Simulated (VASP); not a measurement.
# F (P6_3/mmc) in VASP: relaxation of cell and atoms with PBE

Aim: the relaxation of cell and atoms of F with PBE.

Everything below comes from runs of VASP 6.6.1. Logs are shortened: lines on timing, memory, paths and dates and some standing lists are left out, and cuts for length are marked.

## Step 1: The cell of the first run

It takes space group P6_3/mmc (No. 194, hexagonal). The conventional cell has a = 2.252 Å, b = 2.252 Å, c = 3.648 Å, α = 90.00°, β = 90.00°, γ = 120.00°. F (site symmetry -6m2) has 12 F at 2.24 to 2.25 Å within 3.0 Å.

## Step 2: Relaxation of cell and atoms, PBE, target pressure 23 GPa, at which the enthalpy is minimised

File INCAR:

```
SYSTEM = F
PREC = Accurate
ENCUT = 910
EDIFF = 1E-7
ISMEAR = -1
SIGMA = 0.08
LREAL = .FALSE.
LASPH = .TRUE.
NELM = 120
ALGO = Normal
ISIF = 3
LWAVE = .FALSE.
LCHARG = .FALSE.
GGA = PE
IBRION = 2
NSW = 60
EDIFFG = -0.005
PSTRESS = 230.0
GGA_COMPAT = .FALSE.
NELMIN = 4
```

File KPOINTS:

```
Automatic mesh
0
G
  18 18 10
  0 0 0
```

File POSCAR:

```
F
1.0
    2.2515706497      0.0000000000      0.0000000000
   -1.1257853249      1.9499173811      0.0000000000
    0.0000000000      0.0000000000      3.6475444525
F
2
Direct
    0.3333333333      0.6666666667      0.2500000000
    0.6666666667      0.3333333333      0.7500000000
```

Potentials or basis: VASP PAW PBE potentials, release 64 (F_h).

Launch:

```console
cat potpaw_PBE.64/F_h/POTCAR > POTCAR
mpirun -np 1 vasp_std > vasp.out
```

OUTCAR:

```text
SYSTEM = F
   PREC = Accurate
   ENCUT = 910
   EDIFF = 1E-7
   ISMEAR = -1
   LREAL = .FALSE.
   LASPH = .TRUE.
   NELM = 120
   ISIF = 3
   GGA = PE
   IBRION = 2
   NSW = 60
   EDIFFG = -0.005
   PSTRESS = 230.0
   NELMIN = 4

 ion  position               nearest neighbor table
   1  0.333  0.667  0.250-
   2  0.667  0.333  0.750-

  LATTYP: Found a hexagonal cell.
 ALAT       =     2.2515706497
 C/A-ratio  =     1.6200000000

  Lattice vectors:

 A1 = (   2.2515706497,   0.0000000000,   0.0000000000)
 A2 = (  -1.1257853249,   1.9499173811,   0.0000000000)
 A3 = (   0.0000000000,   0.0000000000,   3.6475444525)

Analysis of symmetry for initial positions (statically):
=====================================================================
 Subroutine PRICEL returns:
 Original cell was already a primitive cell.

 Routine SETGRP: Setting up the symmetry group for a
 hexagonal supercell.

 Subroutine GETGRP returns: Found 24 space group operations
 (whereof 12 operations were pure point group operations)
 out of a pool of 24 trial point group operations.

The static configuration has the point symmetry D_3d.
 The point group associated with its full space group is D_6h.

Analysis of symmetry for dynamics (positions and initial velocities):
=====================================================================
 Subroutine PRICEL returns:
 Original cell was already a primitive cell.

 Routine SETGRP: Setting up the symmetry group for a
 hexagonal supercell.

 Subroutine GETGRP returns: Found 24 space group operations
 (whereof 12 operations were pure point group operations)
 out of a pool of 24 trial point group operations.

The dynamic configuration has the point symmetry D_3d.
 The point group associated with its full space group is D_6h.

 Subroutine INISYM returns: Found 24 space group operations
 (whereof 12 operations are pure point group operations),
 and found     1 'primitive' translations

----------------------------------------------------------------------------------------

                                     Primitive cell

  volume of cell :      16.0141

  direct lattice vectors                    reciprocal lattice vectors
     2.251570650  0.000000000  0.000000000     0.444134409  0.256421121  0.000000000
    -1.125785325  1.949917381  0.000000000     0.000000000  0.512842241  0.000000000
     0.000000000  0.000000000  3.647544453     0.000000000  0.000000000  0.274157043

  length of vectors
     2.251570650  2.251570650  3.647544453     0.512842241  0.512842241  0.274157043

  position of ions in fractional coordinates (direct lattice)
     0.333333333  0.666666667  0.250000000
     0.666666667  0.333333333  0.750000000

  ion indices of the primitive-cell ions
   primitive index   ion index
                 1           1
                 2           2

----------------------------------------------------------------------------------------

 KPOINTS: Automatic mesh

Automatic generation of k-mesh.
 Grid dimensions read from file:
 generate k-points for:   18   18   10

 Generating k-lattice:

  Cartesian coordinates                     Fractional coordinates (reciprocal lattice)
     0.024674134  0.014245618  0.000000000     0.055555556  0.000000000  0.000000000
     0.000000000  0.028491236  0.000000000     0.000000000  0.055555556  0.000000000
     0.000000000  0.000000000  0.027415704     0.000000000  0.000000000  0.100000000

  Length of vectors
     0.028491236  0.028491236  0.027415704

  Shift w.r.t. Gamma in fractional coordinates (k-lattice)
     0.000000000  0.000000000  0.000000000

 Subroutine IBZKPT returns following result:
 ===========================================

 Found    222 irreducible k-points:

 Following reciprocal coordinates:
            Coordinates               Weight
  0.000000  0.000000  0.000000      1.000000
  0.055556 -0.000000  0.000000      6.000000
  0.111111 -0.000000  0.000000      6.000000
  0.166667 -0.000000  0.000000      6.000000
  0.222222 -0.000000  0.000000      6.000000
  0.277778 -0.000000  0.000000      6.000000
[... 16 lines left out ...]
  0.333333  0.111111  0.000000     12.000000
  0.388889  0.111111  0.000000     12.000000
 [... further k-points ...]
   k-points           NKPTS =    222   k-points in BZ     NKDIM =    222   number of bands    NBANDS=     11
   number of dos      NEDOS =    301   number of ions     NIONS =      2
   total plane-waves  NPLWV =  20736
   dimension x,y,z NGX =    24 NGY =   24 NGZ =   36
   dimension x,y,z NGXF=    48 NGYF=   48 NGZF=   72
   ions per type =               2
   NGX,Y,Z   is equivalent  to a cutoff of  17.72, 17.72, 16.41 a.u.
   NGXF,Y,Z  is equivalent  to a cutoff of  35.44, 35.44, 32.82 a.u.
 SYSTEM =  F
   PREC   = accura    normal or accurate (medium, high low for compatibility)
   ISTART =      0    job   : 0-new  1-cont  2-samecut
   ICHARG =      2    charge: 1-file 2-atom 10-const
   ISPIN  =      1    spin polarized calculation?
   LNONCOLLINEAR =      F non collinear calculations
   LSORBIT =      F    spin-orbit coupling
   LASPH  =      T    aspherical Exc in radial PAW
   ENCUT  =  910.0 eV  66.88 Ry    8.18 a.u.   5.54  5.54  8.97*2*pi/ulx,y,z
   NELM   =    120;   NELMIN=  4; NELMDL= -5     # of ELM steps
   EDIFF  = 0.1E-06   stopping-criterion for ELM
   LREAL  =      F    real-space projection
   EDIFFG = -.5E-02   stopping-criterion for IOM
   NSW    =     60    number of steps for IOM
   IBRION =      2    ionic relax: 0-MD 1-quasi-New 2-CG
   NFREE  =      1    steps in history (QN), initial steepest desc. (CG)
   ISIF   =      3    stress and relaxation
   ISYM   =      2    0-nonsym 1-usesym 2-fastsym
   POTIM  = 0.5000    time-step for ionic-motion
   TEBEG  =    0.0;   TEEND  =   0.0 temperature during run
   PSTRESS=  230.0 pullay stress
   NELECT =      14.0000    total number of electrons
   NUPDOWN=      -1.0000    fix difference up-down
   EMIN   =  10.00;   EMAX   =-10.00  energy-range for DOS
   EFERMI =   0.00;   METHOD = LEGACY
   ISMEAR =    -1;   SIGMA  =   0.08  broadening in eV -4-tet -1-fermi 0-gaus
   EFERMI_NEDOS =   21; number of points for ismear=-14 and -15
   IALGO  =     38    algorithm
   IMIX   =      4    mixing-type and parameters
     AMIX     =   0.40;   BMIX     =  1.00
     AMIX_MAG =   1.60;   BMIX_MAG =  1.00
  volume/ion in A,a.u.               =       8.01        54.03
  Fermi-wavevector in a.u.,A,eV,Ry     =   1.565369  2.958118 33.339443  2.450380
  Thomas-Fermi vector in A             =   2.667855
   LORBIT       =      0    0 simple, 1 ext, 2 COOP (PROOUT), +10 PAW based schemes
   GGA     = PE    functional components
   LHFCALC =     F    Hartree Fock is set to
   AEXX    =    0.0000 exact exchange contribution
   IVDW    =     0    specifies the selected vdW correction
   LEPSILON=     F    determine dielectric tensor
   LRPA    =     F    only Hartree local field effects (RPA)
 conjugate gradient relaxation of ions
 non-spin polarized calculation
  energy-cutoff  :      910.00
  volume of cell :       16.01
 maximum number of plane-waves:      1026
 NGX is ok and might be reduce to    24
   NGX = 11   NGY = 11   NGZ = 17

--------------------------------------- Ionic step        1  -------------------------------------------

 number of electron      14.0000003 magnetization

 Free energy of the ion-electron system (eV)
  ---------------------------------------------------
  ext. energy  EPLUGINS =         0.00000000
  ---------------------------------------------------
  free energy    TOTEN  =        -1.30792418 eV

  energy without entropy =       -1.21246694  energy(sigma->0) =       -1.26019556

 E-fermi :  -0.0317     XC(G=0): -11.6474

 val. band max:       -0.0332233378   @ k =   0.3333   0.3333   0.5000
 cond. band min:      -0.0317156948   @ k =   0.2778   0.1111   0.0000
 fundamental gap:      0.0015076430
 Fermi energy:        -0.0317373017

 k-point     1 :       0.0000    0.0000    0.0000
  band No.  band energies     occupation
      1     -23.3796      2.00000
      2     -20.6603      2.00000
      3      -5.5949      2.00000
      4       0.1212      0.25761
      5       0.1212      0.25760
      6       0.7175      0.00017
      7       0.7175      0.00017
      8       0.7884      0.00007
      9      16.1365      0.00000
     10      22.4447      0.00000
     11      24.8532      0.00000
[... 764 lines left out ...]
 k-point    24 :       0.3889    0.1111    0.0000
  band No.  band energies     occupation
      1     -20.5420      2.00000
      2     -18.6827      2.00000
      3      -3.5819      2.00000
      4      -1.7680      2.00000
      5      -1.5465      2.00000
      6      -0.5179      2.00000
      7       0.5776      2.00000
      8       1.9509      0.56320
      9      21.6503      0.00000
     10      26.2388      0.00000
     11      26.8069      0.00000

 [... further k-points ...]

[... ionic steps 4 to 27 ...]

--------------------------------------- Ionic step       28  -------------------------------------------

 number of electron      13.9999993 magnetization

------------------------ aborting loop because EDIFF is reached ----------------------------------------

  FORCE on cell =-STRESS in cart. coord.  units (eV):
  Direction    XX          YY          ZZ          XY          YZ          ZX
  --------------------------------------------------------------------------------------
  -------------------------------------------------------------------------------------
  Total        2.2322088      2.2322088      2.2232084     -0.0000000      0.0000000      0.0000000
  in kB      228.9918709    228.9918710    228.0685590     -0.0000001      0.0000000      0.0000000
  external PRESSURE =      -1.3158997 kB  Pullay stress =     230.0000000 kB
[... 61 lines left out ...]
  enthalpy is  TOTEN    =         0.7825793879 eV   P V=        2.2420808821

--------------------------------------- Ionic step       30  -------------------------------------------

 number of electron      13.9999993 magnetization

 Free energy of the ion-electron system (eV)
  ---------------------------------------------------
  ext. energy  EPLUGINS =         0.00000000
  ---------------------------------------------------
  free energy    TOTEN  =        -1.45821951 eV

  energy without entropy =       -1.39562367  energy(sigma->0) =       -1.42692159

 E-fermi :   0.6826     XC(G=0): -11.7297

 val. band max:        0.6822573801   @ k =   0.2222   0.1111   0.1000
 cond. band min:       0.6874303858   @ k =   0.4444   0.1111   0.2000
 fundamental gap:      0.0051730056
 Fermi energy:         0.6826404391

 k-point     1 :       0.0000    0.0000    0.0000
  band No.  band energies     occupation
      1     -23.4858      2.00000
      2     -18.7803      2.00000
      3      -4.9757      2.00000
      4      -0.9083      2.00000
      5      -0.9083      2.00000
      6       0.7505      0.59979
      7       0.7505      0.59979
      8       1.7211      0.00000
      9      16.2344      0.00000
     10      21.1018      0.00000
     11      30.0306      0.00000
[... 351 lines left out ...]
  FREE ENERGIE OF THE ION-ELECTRON SYSTEM (eV)
  ---------------------------------------------------
  free  energy   TOTEN  =        -1.4582195117 eV

  energy  without entropy=       -1.3956236747  energy(sigma->0) =       -1.42692159

  enthalpy is  TOTEN    =         0.7825753294 eV   P V=        2.2407948411

 reached required accuracy - stopping structural energy minimisation
```

Wall time 30 min (1 thread of AMD EPYC 7R43 (Zen 3), shared host); peak memory 0.16 GiB.

Results:

```
Free energy                                                : -1.4582 eV
Relaxed volume                                             : 7.80 Å³/atom
Relaxed cell                                               : a = 2.446 Å, b = 2.446 Å, c = 3.012 Å, α = 90.00°, β = 90.00°, γ = 120.00°
Space group after relaxing (to 0.1 Å)                      : P6_3/mmc (No. 194)
Energy change on relaxing (the run minimises the enthalpy) : -75.1 meV/atom
Ionic steps                                                : 30
Pressure after relaxing                                    : 23.0 GPa
Band gap on the k mesh                                     : zero (bands 7 and 8 overlap by 1.46 eV)
```

The path:
| step | energy change (eV) | largest force (eV/Å) | pressure (GPa) | volume (Å³) |
| --- | --- | --- | --- | --- |
| 1 | 0.0000 | 0.0000 | 22.36 | 16.01 |
| 2 | 0.0098 | 0.0000 | 23.21 | 15.94 |
| 3 | 0.0397 | 0.0000 | 25.83 | 15.72 |
| 4 | 0.1015 | 0.0000 | 31.34 | 15.27 |
| 5 | 0.1018 | 0.0000 | 31.36 | 15.27 |
| 6 | 0.1026 | 0.0000 | 31.41 | 15.26 |
| 7 | 0.1042 | 0.0000 | 31.62 | 15.25 |
| 8 | 0.1074 | 0.0000 | 31.94 | 15.22 |
| 9 | 0.1139 | 0.0000 | 32.61 | 15.17 |
| 10 | 0.1268 | 0.0000 | 33.98 | 15.07 |
| 11 | 0.1531 | 0.0000 | 36.87 | 14.86 |
| 12 | 0.2125 | 0.0000 | 43.47 | 14.44 |
| 13 | 0.1853 | 0.0000 | 40.47 | 14.62 |
| 14 | 0.1908 | 0.0000 | 41.37 | 14.57 |
| 15 | 0.2094 | 0.0000 | 44.29 | 14.39 |
| 16 | 0.2637 | 0.0000 | 51.35 | 14.03 |
| 17 | 0.2285 | 0.0000 | 47.01 | 14.24 |
| 18 | 0.2183 | 0.0000 | 46.80 | 14.25 |
| 19 | 0.1894 | 0.0000 | 46.26 | 14.28 |
| 20 | 0.1427 | 0.0000 | 45.52 | 14.33 |
| 21 | 0.1062 | 0.0000 | 45.24 | 14.39 |
| 22 | 0.0404 | 0.0000 | 40.14 | 14.64 |
| 23 | -0.1159 | 0.0000 | 26.41 | 15.39 |
| 24 | -0.1484 | 0.0000 | 23.03 | 15.60 |
| 25 | -0.1520 | 0.0000 | 22.64 | 15.62 |
| 26 | -0.1520 | 0.0000 | 22.67 | 15.62 |
| 27 | -0.1519 | 0.0000 | 22.73 | 15.62 |
| 28 | -0.1515 | 0.0000 | 22.87 | 15.62 |
| 29 | -0.1516 | 0.0000 | 22.86 | 15.62 |
| 30 | -0.1503 | 0.0000 | 23.00 | 15.61 |

Final structure:
```yaml
crystal:
  lattice:
    - [2.44608, 0.00000, 0.00000]
    - [-1.22304, 2.11837, 0.00000]
    - [0.00000, 0.00000, 3.01241]
  atoms:
    - { symbol: F, position: [0.33333, 0.66667, 0.25000] }
    - { symbol: F, position: [0.66667, 0.33333, 0.75000] }
```

Caveat: the cell is relaxed towards a set pressure, so the run minimises the enthalpy, not the energy; the atoms stand far beyond bonding distance, and open shells without spin polarisation read as a metal; a cell axis changed by over 15 % at a fixed basis, so the end point is rough.
